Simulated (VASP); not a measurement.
# Ir (Fm-3m) in VASP: further runs

Runs on Ir. Level: PBE. Tasks: single point, relaxation of cell and atoms.

All numbers are computed with VASP 6.6.1; they aren't measurements. Logs are shortened: lines on timing, memory, paths and dates and some standing lists are left out, and cuts for length are marked.

### Step 1. The cell of the first run

The structure is cubic, space group Fm-3m (No. 225). The conventional cell has a = 3.870 Å, b = 3.870 Å, c = 3.870 Å, α = 90.00°, β = 90.00°, γ = 90.00°. Ir (site symmetry m-3m) has 12 Ir at 2.74 Å within 3.6 Å.

### Step 2. Single point, PBE

Input file INCAR:

```
SYSTEM = Ir
PREC = Accurate ; ENCUT = 500
EDIFF = 1E-6 ; ISMEAR = 0
SIGMA = 0.1 ; LREAL = .FALSE.
LASPH = .TRUE. ; NELM = 120
ALGO = Normal ; ISIF = 2
LWAVE = .FALSE. ; LCHARG = .FALSE.
GGA = PE ; NBANDS = 10
GGA_COMPAT = .FALSE.
```

Input file KPOINTS:

```
regular mesh
0
G
  18 18 18
  0 0 0
```

Input file POSCAR:

```
Ir
1.0
    0.0000000000      1.9351387631      1.9351387631
    1.9351387631      0.0000000000      1.9351387631
    1.9351387631      1.9351387631      0.0000000000
Ir
1
Direct
    0.0000000000      0.0000000000      0.0000000000
```

Potentials or basis: VASP PAW PBE potentials, release 64 (Ir).

Started as:

```bash
cat potpaw_PBE.64/Ir/POTCAR > POTCAR
mpirun -np 1 vasp_std > vasp.out
```

OUTCAR:

```text
SYSTEM = Ir
   PREC = Accurate
   ENCUT = 500
   EDIFF = 1E-6
   ISMEAR = 0
   LREAL = .FALSE.
   LASPH = .TRUE.
   NELM = 120
   ISIF = 2
   GGA = PE

 ion  position               nearest neighbor table
   1  0.000  0.000  0.000-

  LATTYP: Found a face centered cubic cell.
 ALAT       =     3.8702775262

  Lattice vectors:

 A1 = (   0.0000000000,   1.9351387631,   1.9351387631)
 A2 = (   1.9351387631,   0.0000000000,   1.9351387631)
 A3 = (   1.9351387631,   1.9351387631,   0.0000000000)

Analysis of symmetry for initial positions (statically):
=====================================================================
 Subroutine PRICEL returns:
 Original cell was already a primitive cell.

 Routine SETGRP: Setting up the symmetry group for a
 face centered cubic supercell.

 Subroutine GETGRP returns: Found 48 space group operations
 (whereof 48 operations were pure point group operations)
 out of a pool of 48 trial point group operations.

The static configuration has the point symmetry O_h .

Analysis of symmetry for dynamics (positions and initial velocities):
=====================================================================
 Subroutine PRICEL returns:
 Original cell was already a primitive cell.

 Routine SETGRP: Setting up the symmetry group for a
 face centered cubic supercell.

 Subroutine GETGRP returns: Found 48 space group operations
 (whereof 48 operations were pure point group operations)
 out of a pool of 48 trial point group operations.

The dynamic configuration has the point symmetry O_h .

 Subroutine INISYM returns: Found 48 space group operations
 (whereof 48 operations are pure point group operations),
 and found     1 'primitive' translations

----------------------------------------------------------------------------------------

                                     Primitive cell

  volume of cell :      14.4933

  direct lattice vectors                    reciprocal lattice vectors
     0.000000000  1.935138763  1.935138763    -0.258379404  0.258379404  0.258379404
     1.935138763  0.000000000  1.935138763     0.258379404 -0.258379404  0.258379404
     1.935138763  1.935138763  0.000000000     0.258379404  0.258379404 -0.258379404

  length of vectors
     2.736699484  2.736699484  2.736699484     0.447526255  0.447526255  0.447526255

  position of ions in fractional coordinates (direct lattice)
     0.000000000  0.000000000  0.000000000

  ion indices of the primitive-cell ions
   primitive index   ion index
                 1           1

----------------------------------------------------------------------------------------

 KPOINTS: regular mesh

Automatic generation of k-mesh.
 Grid dimensions read from file:
 generate k-points for:   18   18   18

 Generating k-lattice:

  Cartesian coordinates                     Fractional coordinates (reciprocal lattice)
    -0.014354411  0.014354411  0.014354411     0.055555556  0.000000000  0.000000000
     0.014354411 -0.014354411  0.014354411     0.000000000  0.055555556  0.000000000
     0.014354411  0.014354411 -0.014354411     0.000000000  0.000000000  0.055555556

  Length of vectors
     0.024862570  0.024862570  0.024862570

  Shift w.r.t. Gamma in fractional coordinates (k-lattice)
     0.000000000  0.000000000  0.000000000

 Subroutine IBZKPT returns following result:
 ===========================================

 Found    195 irreducible k-points:

 Following reciprocal coordinates:
            Coordinates               Weight
  0.000000  0.000000  0.000000      1.000000
  0.055556  0.000000  0.000000      8.000000
  0.111111  0.000000  0.000000      8.000000
  0.166667  0.000000  0.000000      8.000000
  0.222222  0.000000  0.000000      8.000000
  0.277778  0.000000  0.000000      8.000000
[... 16 lines left out ...]
 -0.277778  0.055556  0.000000     24.000000
 -0.222222  0.055556  0.000000     24.000000
 [... further k-points ...]
   k-points           NKPTS =    195   k-points in BZ     NKDIM =    195   number of bands    NBANDS=     10
   number of dos      NEDOS =    301   number of ions     NIONS =      1
   total plane-waves  NPLWV =   8000
   dimension x,y,z NGX =    20 NGY =   20 NGZ =   20
   dimension x,y,z NGXF=    40 NGYF=   40 NGZF=   40
   ions per type =               1
   NGX,Y,Z   is equivalent  to a cutoff of  12.15, 12.15, 12.15 a.u.
   NGXF,Y,Z  is equivalent  to a cutoff of  24.30, 24.30, 24.30 a.u.
 SYSTEM =  Ir
   PREC   = accura    normal or accurate (medium, high low for compatibility)
   ISTART =      0    job   : 0-new  1-cont  2-samecut
   ICHARG =      2    charge: 1-file 2-atom 10-const
   ISPIN  =      1    spin polarized calculation?
   LNONCOLLINEAR =      F non collinear calculations
   LSORBIT =      F    spin-orbit coupling
   LASPH  =      T    aspherical Exc in radial PAW
   ENCUT  =  500.0 eV  36.75 Ry    6.06 a.u.   4.99  4.99  4.99*2*pi/ulx,y,z
   NELM   =    120;   NELMIN=  2; NELMDL= -5     # of ELM steps
   EDIFF  = 0.1E-05   stopping-criterion for ELM
   LREAL  =      F    real-space projection
   EDIFFG = 0.1E-04   stopping-criterion for IOM
   NSW    =      0    number of steps for IOM
   IBRION =     -1    ionic relax: 0-MD 1-quasi-New 2-CG
   NFREE  =      0    steps in history (QN), initial steepest desc. (CG)
   ISIF   =      2    stress and relaxation
   ISYM   =      2    0-nonsym 1-usesym 2-fastsym
   POTIM  = 0.5000    time-step for ionic-motion
   TEBEG  =    0.0;   TEEND  =   0.0 temperature during run
   PSTRESS=    0.0 pullay stress
   NELECT =       9.0000    total number of electrons
   NUPDOWN=      -1.0000    fix difference up-down
   EMIN   =  10.00;   EMAX   =-10.00  energy-range for DOS
   EFERMI =   0.00;   METHOD = LEGACY
   ISMEAR =     0;   SIGMA  =   0.10  broadening in eV -4-tet -1-fermi 0-gaus
   EFERMI_NEDOS =   21; number of points for ismear=-14 and -15
   IALGO  =     38    algorithm
   IMIX   =      4    mixing-type and parameters
     AMIX     =   0.40;   BMIX     =  1.00
     AMIX_MAG =   1.60;   BMIX_MAG =  1.00
  volume/ion in A,a.u.               =      14.49        97.81
  Fermi-wavevector in a.u.,A,eV,Ry     =   1.396691  2.639363 26.541494  1.950745
  Thomas-Fermi vector in A             =   2.520020
   LORBIT       =      0    0 simple, 1 ext, 2 COOP (PROOUT), +10 PAW based schemes
   GGA     = PE    functional components
   LHFCALC =     F    Hartree Fock is set to
   AEXX    =    0.0000 exact exchange contribution
   IVDW    =     0    specifies the selected vdW correction
   LEPSILON=     F    determine dielectric tensor
   LRPA    =     F    only Hartree local field effects (RPA)
 non-spin polarized calculation
 Gauss-broadening in eV      SIGMA  =   0.10
  energy-cutoff  :      500.00
  volume of cell :       14.49
 maximum number of plane-waves:       380
   NGX =  9   NGY =  9   NGZ =  9

 number of electron       9.0000000 magnetization

 Free energy of the ion-electron system (eV)
  ---------------------------------------------------
  ext. energy  EPLUGINS =         0.00000000
  ---------------------------------------------------
  free energy    TOTEN  =        -8.85360864 eV

  energy without entropy =       -8.84824988  energy(sigma->0) =       -8.85092926

 E-fermi :  10.0221     XC(G=0): -13.8445

 val. band max:       10.0193693756   @ k =   0.5000   0.2222   0.1111
 cond. band min:      10.0265711468   @ k =   0.3333   0.1111   0.0556
 fundamental gap:      0.0072017712
 Fermi energy:        10.0221247228

 k-point     1 :       0.0000    0.0000    0.0000
  band No.  band energies     occupation
      1      -0.8693      2.00000
      2       6.2467      2.00000
      3       6.2467      2.00000
      4       6.2467      2.00000
      5       8.8337      2.00000
      6       8.8337      2.00000
      7      24.3622      0.00000
      8      29.8050      0.00000
      9      29.8050      0.00000
     10      29.8050      0.00000

 k-point     2 :       0.0556    0.0000    0.0000
  band No.  band energies     occupation
      1      -0.7352      2.00000
      2       6.1758      2.00000
      3       6.3047      2.00000
      4       6.3047      2.00000
      5       8.7966      2.00000
      6       8.7966      2.00000
      7      24.5918      0.00000
      8      29.0669      0.00000
      9      30.0230      0.00000
     10      30.0230      0.00000

 k-point     3 :       0.1111    0.0000    0.0000
  band No.  band energies     occupation
      1      -0.3462      2.00000
      2       5.9936      2.00000
      3       6.4567      2.00000
      4       6.4567      2.00000
      5       8.7160      2.00000
      6       8.7160      2.00000
      7      25.2220      0.00000
      8      27.6165      0.00000
      9      30.6566      0.00000
     10      30.6566      0.00000

 k-point     4 :       0.1667    0.0000    0.0000
  band No.  band energies     occupation
      1       0.2516      2.00000
      2       5.7861      2.00000
      3       6.6273      2.00000
      4       6.6273      2.00000
      5       8.6865      2.00000
      6       8.6865      2.00000
      7      25.8979      0.00000
      8      26.2167      0.00000
      9      31.6434      0.00000
     10      31.6434      0.00000

 k-point     5 :       0.2222    0.0000    0.0000
  band No.  band energies     occupation
      1       0.9584      2.00000
      2       5.6934      2.00000
      3       6.6986      2.00000
      4       6.6986      2.00000
      5       8.8434      2.00000
      6       8.8434      2.00000
      7      24.4665      0.00000
      8      26.6637      0.00000
      9      32.8518      0.00000
     10      32.8518      0.00000

 k-point     6 :       0.2778    0.0000    0.0000
  band No.  band energies     occupation
      1       1.5971      2.00000
      2       5.9118      2.00000
      3       6.6203      2.00000
      4       6.6203      2.00000
      5       9.2368      2.00000
      6       9.2368      2.00000
      7      22.8488      0.00000
      8      26.3568      0.00000
      9      33.5636      0.00000
     10      33.5655      0.00000
[... 183 lines left out ...]
 k-point    21 :      -0.3889    0.0556    0.0000
  band No.  band energies     occupation
      1       2.2564      2.00000
      2       6.1794      2.00000
      3       6.3296      2.00000
      4       7.7626      2.00000
      5      10.2151      0.00634
      6      11.0392      0.00000
      7      18.6679      0.00000
      8      24.5740      0.00000
      9      29.5797      0.00000
     10      30.9156      0.00000

 k-point    22 :      -0.3333    0.0556    0.0000
  band No.  band energies     occupation
      1       2.1741      2.00000
      2       6.3387      2.00000
      3       6.4742      2.00000
      4       6.7361      2.00000
      5       9.6287      2.00000
      6      10.4947      0.00000
      7      20.5096      0.00000
      8      25.2837      0.00000
      9      30.4353      0.00000
     10      32.4910      0.00000

 k-point    23 :      -0.2778    0.0556    0.0000
  band No.  band energies     occupation
      1       1.8783      2.00000
      2       5.9283      2.00000
      3       6.5462      2.00000
      4       6.6498      2.00000
      5       9.0293      2.00000
      6       9.9074      1.89514
      7      22.3647      0.00000
      8      26.2126      0.00000
      9      31.4437      0.00000
     10      33.5874      0.00000

 k-point    24 :      -0.2222    0.0556    0.0000
  band No.  band energies     occupation
      1       1.3033      2.00000
      2       5.6018      2.00000
      3       6.6882      2.00000
      4       6.7773      2.00000
      5       8.5624      2.00000
      6       9.3871      2.00000
      7      24.0474      0.00000
      8      26.8215      0.00000
      9      31.7811      0.00000
     10      33.0190      0.00000

 [... further k-points ...]

------------------------ aborting loop because EDIFF is reached ----------------------------------------

  FORCE on cell =-STRESS in cart. coord.  units (eV):
  Direction    XX          YY          ZZ          XY          YZ          ZX
  --------------------------------------------------------------------------------------
  -------------------------------------------------------------------------------------
  Total        0.0500909      0.0500909      0.0500909      0.0000000     -0.0000000      0.0000000
  in kB        5.5373623      5.5373623      5.5373623      0.0000000     -0.0000000      0.0000000
  external PRESSURE =       5.5373623 kB  Pullay stress =       0.0000000 kB

 VOLUME and BASIS-vectors are now :
 -----------------------------------------------------------------------------
  energy-cutoff  :      500.00
  volume of cell :       14.49
      direct lattice vectors                 reciprocal lattice vectors
     0.000000000  1.935138763  1.935138763    -0.258379404  0.258379404  0.258379404
     1.935138763  0.000000000  1.935138763     0.258379404 -0.258379404  0.258379404
     1.935138763  1.935138763  0.000000000     0.258379404  0.258379404 -0.258379404

 POSITION                                       TOTAL-FORCE (eV/Angst)
 -----------------------------------------------------------------------------------
      0.00000      0.00000      0.00000         0.000000      0.000000      0.000000
 -----------------------------------------------------------------------------------
    total drift:                                0.000000      0.000000      0.000000

  FREE ENERGIE OF THE ION-ELECTRON SYSTEM (eV)
  ---------------------------------------------------
  free  energy   TOTEN  =        -8.8536086365 eV

  energy  without entropy=       -8.8482498760  energy(sigma->0) =       -8.85092926
```

Run time: 14 s. Hardware: 1 thread of Intel Xeon 6975P-C, shared host; peak memory 0.15 GiB.

What came out:

```yaml
Free_energy: -8.8536 eV
Pressure: 0.6 GPa
```

Caveat: spin-orbit coupling is left out, which moves the levels of the heavy elements.

### Step 3. Relaxation of cell and atoms, PBE

This run uses another cell than the first one, of 14.56 Å³/atom, 1.004 times its volume.

Input file INCAR:

```
  ALGO = Normal
  EDIFF = 1E-7
  EDIFFG = -0.002
  ENCUT = 500
  GGA = PE
  GGA_COMPAT = False
  IBRION = 2
  ISIF = 3
  ISMEAR = 0
  LASPH = True
  LCHARG = False
  LREAL = False
  LWAVE = False
  NELM = 120
  NELMIN = 4
  NSW = 100
  PREC = Accurate
  SIGMA = 0.1
```

Input file KPOINTS:

```
k-points
0
Gamma
  18 18 18
```

Input file POSCAR:

```
Ir
1.0
    0.0000000000      1.9378957060      1.9378957060
    1.9378957060      0.0000000000      1.9378957060
    1.9378957060      1.9378957060      0.0000000000
Ir
1
Direct
    0.0000000000      0.0000000000      0.0000000000
```

Potentials or basis: VASP PAW PBE potentials, release 64 (Ir).

Started as:

```bash
cat potpaw_PBE.64/Ir/POTCAR > POTCAR
mpirun -np 1 vasp_std > vasp.out
```

Wall time 26 s (1 thread of Intel Xeon 6975P-C, shared host); peak memory 0.15 GiB.

The run converged. Its results:

| Quantity | Value |
| --- | --- |
| Free energy | -8.8537 eV |
| Relaxed volume | 14.52 Å³/atom |
| Relaxed cell | a = 2.738 Å, b = 2.738 Å, c = 2.738 Å, α = 60.00°, β = 60.00°, γ = 60.00° |
| Space group after relaxing (to 0.05 Å) | Fm-3m (No. 225) |
| Energy gained by relaxing | 0.1 meV/atom |
| Ionic steps | 3 |
| Pressure after relaxing | 0.0 GPa |

The path:
```
step  energy change (eV)  largest force (eV/Å)  pressure (GPa)  volume (Å³)
   1              0.0000                0.0000           -0.93        14.56
   2              0.0013                0.0000            3.45        14.38
   3             -0.0001                0.0000            0.01        14.52
```

Final structure:
```
Ir
1.0
     0.00000    1.93613    1.93613
     1.93613    0.00000    1.93613
     1.93613    1.93613    0.00000
Ir
1
Direct
  0.00000 0.00000 0.00000
```

Levels at points of the mesh, in eV from the Fermi level:
| k point | band 2 | band 3 | band 4 | band 5 | band 6 | band 7 |
| --- | --- | --- | --- | --- | --- | --- |
| (0.00, 0.00, 0.00) | -3.77 | -3.77 | -3.77 | -1.19 | -1.19 | 14.34 |
| (0.50, 0.00, 0.00) | -3.86 | -3.86 | -0.72 | 0.82 | 0.82 | 6.97 |
| (0.50, 0.50, 0.00) | -7.09 | 0.79 | 1.37 | 1.37 | 1.67 | 10.13 |

Caveat: spin-orbit coupling is left out, which moves the levels of the heavy elements.
